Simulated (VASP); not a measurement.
# MnS (Fm-3m) in VASP: a series of runs, part 2 of 2

VASP 6.6.1. Earlier steps stand in the parts before.

## 4. Single point, BLYP+D3(BJ), collinear spin, ferromagnetic start

This run uses another cell than the first one, of 15.82 Å³/atom, 0.896 times its volume.

File INCAR:

```
SYSTEM = MnS
PREC = Accurate
ENCUT = 520
EDIFF = 1E-7
ISMEAR = -1
SIGMA = 0.05
LREAL = .False.
LASPH = .True.
NELM = 150
ALGO = Normal
ISIF = 2
LWAVE = .False.
LCHARG = .False.
ISPIN = 2
MAGMOM = 4 0
LORBIT = 11
LMAXMIX = 4
GGA = B5
ALDAX = 1.0
AGGAX = 1.0
AGGAC = 1.0
ALDAC = 0.0
IVDW = 12
VDW_S6 = 1.0
VDW_S8 = 2.6996
VDW_A1 = 0.4298
VDW_A2 = 4.2359
NBANDS = 20
```

File KPOINTS:

```
regular mesh
0
Gamma
  9 9 9
  0 0 0
```

File POSCAR:

```
MnS
1.0
    0.0000000000      2.5104957322      2.5104957322
    2.5104957322      0.0000000000      2.5104957322
    2.5104957322      2.5104957322      0.0000000000
Mn S
1 1
Direct
    0.0000000000      0.0000000000      0.0000000000
    0.5000000000      0.5000000000      0.5000000000
```

Command:

```bash
$ cat potpaw_PBE.64/Mn_pv/POTCAR potpaw_PBE.64/S/POTCAR > POTCAR
$ mpirun -np 1 vasp_std > vasp.out
```

It took 66 s on 1 thread of Intel Xeon Platinum 8259CL at 2.50GHz (Skylake/Cascade Lake), shared host; peak memory 0.2 GiB.

Results (log left out):

```
Free energy                                           : -14.4774 eV
Pressure                                              : 0.0 GPa
Net moment                                            : 4.16 μB per cell
Site moments                                          : Mn +3.84; S +0.08 μB
Valence electrons inside the program's atomic spheres : Mn 11.47; S 3.78
Dispersion energy per atom                            : -1.018 eV
```

Levels at points of the mesh, in eV from the Fermi level:
Spin up:
| k point | band 8 | band 9 | band 10 | band 11 | band 12 | band 13 | band 14 | band 15 | band 16 | band 17 |
| --- | --- | --- | --- | --- | --- | --- | --- | --- | --- | --- |
| (0.00, 0.00, 0.00) | -3.10 | -3.10 | -2.03 | -2.03 | -2.03 | 2.87 | 9.12 | 9.12 | 9.12 | 11.47 |
Spin down:
```tsv
k point	band 3	band 4	band 5	band 6	band 7	band 8	band 9	band 10	band 11	band 12
(0.00, 0.00, 0.00)	-46.25	-15.09	-1.88	-1.88	-1.88	-0.19	-0.19	-0.19	-0.10	-0.10
```

Caveat: the PAW data sets were made with another functional, which shifts forces and pressure a little; a cell with one magnetic atom can't hold antiferromagnetic order, which such compounds often take; semilocal functionals often make such compounds metallic where correlation or magnetic order opens a gap, which also shifts bond lengths; pairwise dispersion overbinds metals, which lowers pressure and volume. With open d or f shells a metallic result of BLYP can be an artefact of self-interaction; +U or a hybrid may open a gap.

## 5. Single point, PBE, collinear spin, ferromagnetic start

File INCAR:

```
SYSTEM = MnS
ALGO     = Normal         ! electronic algorithm
EDIFF    = 1E-6           ! SCF threshold, eV
ENCUT    = 520            ! plane-wave cutoff, eV
GGA      = PE             ! functional
ISIF     = 2              ! what is computed and relaxed
ISMEAR   = 0              ! smearing method
ISPIN    = 2              ! spin polarisation
LASPH    = .TRUE.         ! aspherical terms in the spheres
LCHARG   = .FALSE.        ! write CHGCAR
LMAXMIX  = 4              ! l up to which the mixer works
LORBIT   = 11             ! projections on sites
LREAL    = .FALSE.        ! projectors in reciprocal space
LWAVE    = .FALSE.        ! write WAVECAR
MAGMOM   = 4 0            ! initial moments
NBANDS   = 20             ! bands
NELM     = 150            ! most SCF steps
PREC     = Accurate       ! precision mode
SIGMA    = 0.012          ! smearing width, eV
```

File KPOINTS:

```
k-points
0
G
  9 9 9
  0 0 0
```

File POSCAR:

```
MnS
1.0
    0.0000000000      2.6045000000      2.6045000000
    2.6045000000      0.0000000000      2.6045000000
    2.6045000000      2.6045000000      0.0000000000
Mn S
1 1
Direct
    0.0000000000      0.0000000000      0.0000000000
    0.5000000000      0.5000000000      0.5000000000
```

Potentials or basis: VASP PAW PBE potentials, release 64 (Mn_pv, S).

Command:

```bash
$ cat potpaw_PBE.64/Mn_pv/POTCAR potpaw_PBE.64/S/POTCAR > POTCAR
$ mpirun -np 1 vasp_std > vasp.out
```

OUTCAR:

```text
SYSTEM = MnS
   EDIFF = 1E-6
   ENCUT = 520
   GGA = PE
   ISIF = 2
   ISMEAR = 0
   ISPIN = 2
   LASPH = .TRUE.
   LORBIT = 11
   LREAL = .FALSE.
   NELM = 150
   PREC = Accurate

 ion  position               nearest neighbor table
   1  0.000  0.000  0.000-   2 2.60   2 2.60   2 2.60   2 2.60   2 2.60   2 2.60
   2  0.500  0.500  0.500-   1 2.60   1 2.60   1 2.60   1 2.60   1 2.60   1 2.60

  LATTYP: Found a face centered cubic cell.
 ALAT       =     5.2090000000

  Lattice vectors:

 A1 = (   0.0000000000,   2.6045000000,   2.6045000000)
 A2 = (   2.6045000000,   0.0000000000,   2.6045000000)
 A3 = (   2.6045000000,   2.6045000000,   0.0000000000)

Analysis of symmetry for initial positions (statically):
=====================================================================
 Subroutine PRICEL returns:
 Original cell was already a primitive cell.

 Routine SETGRP: Setting up the symmetry group for a
 face centered cubic supercell.

 Subroutine GETGRP returns: Found 48 space group operations
[... 751 lines left out ...]
      6       4.9877      1.00000
[... 541 lines left out ...]
     19      21.7222      0.00000
     20      21.7222      0.00000

 [... further k-points ...]

------------------------ aborting loop because EDIFF is reached ----------------------------------------

  FORCE on cell =-STRESS in cart. coord.  units (eV):
  Direction    XX          YY          ZZ          XY          YZ          ZX
  --------------------------------------------------------------------------------------
  -------------------------------------------------------------------------------------
  Total       -0.6311638     -0.6311638     -0.6311638      0.0000000     -0.0000000     -0.0000000
  in kB      -28.6186812    -28.6186812    -28.6186812      0.0000000     -0.0000000     -0.0000000
  external PRESSURE =     -28.6186812 kB  Pullay stress =       0.0000000 kB

 VOLUME and BASIS-vectors are now :
 -----------------------------------------------------------------------------
  energy-cutoff  :      520.00
  volume of cell :       35.33
      direct lattice vectors                 reciprocal lattice vectors
     0.000000000  2.604500000  2.604500000    -0.191975427  0.191975427  0.191975427
     2.604500000  0.000000000  2.604500000     0.191975427 -0.191975427  0.191975427
     2.604500000  2.604500000  0.000000000     0.191975427  0.191975427 -0.191975427

 POSITION                                       TOTAL-FORCE (eV/Angst)
 -----------------------------------------------------------------------------------
      0.00000      0.00000      0.00000         0.000000     -0.000000     -0.000000
      2.60450      2.60450      2.60450        -0.000000      0.000000      0.000000
 -----------------------------------------------------------------------------------
    total drift:                               -0.000000      0.000000      0.000000

  FREE ENERGIE OF THE ION-ELECTRON SYSTEM (eV)
  ---------------------------------------------------
  free  energy   TOTEN  =       -14.0664069154 eV

  energy  without entropy=      -14.0663264216  energy(sigma->0) =      -14.06636667

 total charge

# of ion       s       p       d       tot
------------------------------------------
    1        0.215   6.162   4.928  11.305
    2        1.327   2.401   0.000   3.729
--------------------------------------------------
tot          1.542   8.563   4.928  15.033

 magnetization (x)

# of ion       s       p       d       tot
------------------------------------------
    1        0.052   0.039   4.170   4.261
    2        0.027   0.082   0.000   0.109
--------------------------------------------------
tot          0.079   0.121   4.170   4.370
```

OSZICAR:

```text
N       E                     dE             d eps       ncg     rms          rms(c)
DAV:   1     0.153584102401E+03    0.15358E+03   -0.10106E+04  2816   0.975E+02
DAV:   2    -0.693383535780E+01   -0.16052E+03   -0.15080E+03  2916   0.284E+02
DAV:   3    -0.150983091119E+02   -0.81645E+01   -0.80626E+01  3296   0.694E+01
DAV:   4    -0.151966174467E+02   -0.98308E-01   -0.98248E-01  3164   0.774E+00
DAV:   5    -0.151980562511E+02   -0.14388E-02   -0.14388E-02  3164   0.987E-01    0.115E+01
DAV:   6    -0.141255185012E+02    0.10725E+01   -0.55886E+00  3120   0.272E+01    0.110E+01
DAV:   7    -0.140689892387E+02    0.56529E-01   -0.68908E-01  3068   0.106E+01    0.620E+00
DAV:   8    -0.140705894495E+02   -0.16002E-02   -0.34052E-02  3092   0.148E+00    0.323E+00
DAV:   9    -0.140659286131E+02    0.46608E-02   -0.11838E-02  2980   0.106E+00    0.278E-01
DAV:  10    -0.140663133679E+02   -0.38475E-03   -0.23175E-03  3008   0.333E-01    0.141E-01
DAV:  11    -0.140663647040E+02   -0.51336E-04   -0.24175E-04  3072   0.114E-01    0.109E-01
DAV:  12    -0.140663894803E+02   -0.24776E-04   -0.41993E-05  3092   0.537E-02    0.764E-02
DAV:  13    -0.140664043672E+02   -0.14887E-04   -0.91815E-06  2964   0.237E-02    0.303E-02
DAV:  14    -0.140664066407E+02   -0.22735E-05   -0.43497E-06  3028   0.181E-02    0.681E-03
DAV:  15    -0.140664069154E+02   -0.27464E-06   -0.61963E-07  2240   0.537E-03
   1 F= -.14066407E+02 E0= -.14066367E+02  d E =-.804938E-04  mag=     4.7201
```

stdout:

```text
POSCAR found type information on POSCAR MnS
 POSCAR found :  2 types and       2 ions
 scaLAPACK will be used
 LDA part: xc-table for (Slater+PW92), standard interpolation
 POSCAR, INCAR and KPOINTS ok, starting setup
 FFT: planning ... GRIDC
 FFT: planning ... GRID_SOFT
 FFT: planning ... GRID
 WAVECAR not read
 entering main loop
```

Wall time 52 s (1 thread of Intel Xeon Platinum 8259CL at 2.50GHz (Skylake/Cascade Lake), shared host); peak memory 0.19 GiB.

What came out:

| Quantity | Value |
| --- | --- |
| Free energy | -14.0664 eV |
| Pressure | -2.9 GPa |
| Net moment | 4.72 μB per cell |
| Site moments | Mn +4.26; S +0.11 μB |
| Valence electrons inside the program's atomic spheres | Mn 11.30; S 3.73 |

Caveat: a cell with one magnetic atom can't hold antiferromagnetic order, which such compounds often take; semilocal functionals often make such compounds metallic where correlation or magnetic order opens a gap, which also shifts bond lengths. With open d or f shells a metallic result of PBE can be an artefact of self-interaction; +U or a hybrid may open a gap.

## 6. Summary

```tsv
task	level	cell	cutoff (eV)	smearing	gap on the mesh (eV)	pressure (GPa)	moment (μB)
relaxation of cell and atoms	PBEsol+D4	relaxed from a = 3.683 Å, angles 60.0°, 2 atoms	600	fermi-dirac 0.05 eV	none	0.0	3.94
single point	PBE+D4	a = 3.505 Å, angles 60.0°, 2 atoms	520	fermi-dirac 0.05 eV	none	0.0	4.13
single point	BLYP+D3(BJ)	a = 3.550 Å, angles 60.0°, 2 atoms	520	fermi-dirac 0.05 eV	none	0.0	4.16
single point	PBE	a = 3.683 Å, angles 60.0°, 2 atoms	520	gaussian 0.012 eV	none	-2.9	4.72
```

Alike in all rows: potentials or basis VASP PAW PBE potentials, release 64 (Mn_pv, S); spin collinear, ferromagnetic start; k mesh 9 × 9 × 9.

Caveats: a cell with one magnetic atom can't hold antiferromagnetic order, which such compounds often take; semilocal functionals often make such compounds metallic where correlation or magnetic order opens a gap, which also shifts bond lengths; pairwise dispersion overbinds metals, which lowers pressure and volume (some runs); the PAW data sets were made with another functional, which shifts forces and pressure a little (some runs); the volume moved by over 15 % at a fixed basis, so the end points are rough (some runs); the volume moved by -18 % from the deposited cell, more than functionals usually miss (some runs).

Total energies depend on the potentials used, so only differences within one code and one set of settings carry meaning.
